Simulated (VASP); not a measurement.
Here is a VASP 6.6.1 calculation.

Contents of INCAR:

```
PREC = Accurate ; ENCUT = 520
EDIFF = 1E-7 ; ISMEAR = 0
SIGMA = 0.02 ; LREAL = F
LASPH = T ; NELM = 150
ALGO = Normal ; ISIF = 2
LWAVE = F ; LCHARG = F
ISPIN = 2 ; MAGMOM = 0.077 0.077 0.077 0.077 0.077 0.077 0.077 0.077 0.077 0.077 0.077 0.077 0.077
LORBIT = 11 ; GGA = PE
NELECT = 55.0 ; NBANDS = 43
```

The input KPOINTS:

```
Automatic mesh
0
Gamma
  3 3 3
```

The input POSCAR:

```
Si12O
1.0
    0.0000000000      0.0000000000     -6.3650227274
    5.7769209522      3.3353068669      0.0000000000
    0.0000000001     -6.6706137337      0.0000000000
Si O
12 1
Direct
    0.9325975295      0.3124089009      0.3124089009
    0.9325975295      0.0000000000      0.6875910991
    0.9325975295      0.6875910991      0.0000000000
    0.4344159498      0.6532040665      0.6532040665
    0.4344159498      0.3467959335      0.0000000000
    0.4344159498      1.0000000000      0.3467959335
    0.5674024705      0.3124089009      0.3124089009
    0.5674024705      0.0000000000      0.6875910991
    0.5674024705      0.6875910991      0.0000000000
    0.0655840502      0.6532040665      0.6532040665
    0.0655840502      0.3467959335      0.0000000000
    0.0655840502      1.0000000000      0.3467959335
    0.7500000000      0.0000000000      0.0000000000
```

Potentials or basis: VASP PAW PBE potentials, release 64 (Si, O).

Command:

```sh
$ cat potpaw_PBE.64/Si/POTCAR potpaw_PBE.64/O/POTCAR > POTCAR
$ mpirun -np 1 vasp_std > vasp.out
```

Estimate the largest force.

0.035 eV/Å.

Estimate the site moments.

Si +0.02, +0.03; O +0.23 μB.

What does it give for the net moment?

0.85 μB per cell.

Forces on the atoms (eV/Å):
```
Si   0.020 -0.011 -0.026
Si   0.000  0.023 -0.026
Si  -0.020 -0.011 -0.026
Si   0.009 -0.005 -0.007
Si  -0.009 -0.005 -0.007
Si   0.000  0.010 -0.007
Si   0.020 -0.011  0.026
Si   0.000  0.023  0.026
Si  -0.020 -0.011  0.026
Si   0.009 -0.005  0.007
Si  -0.009 -0.005  0.007
Si   0.000  0.010  0.007
O    0.000  0.000  0.000
```

Caveat: the k points lie up to 0.36 Å⁻¹ apart; the cell carries a net charge on a neutralising background, which shifts energy and pressure.
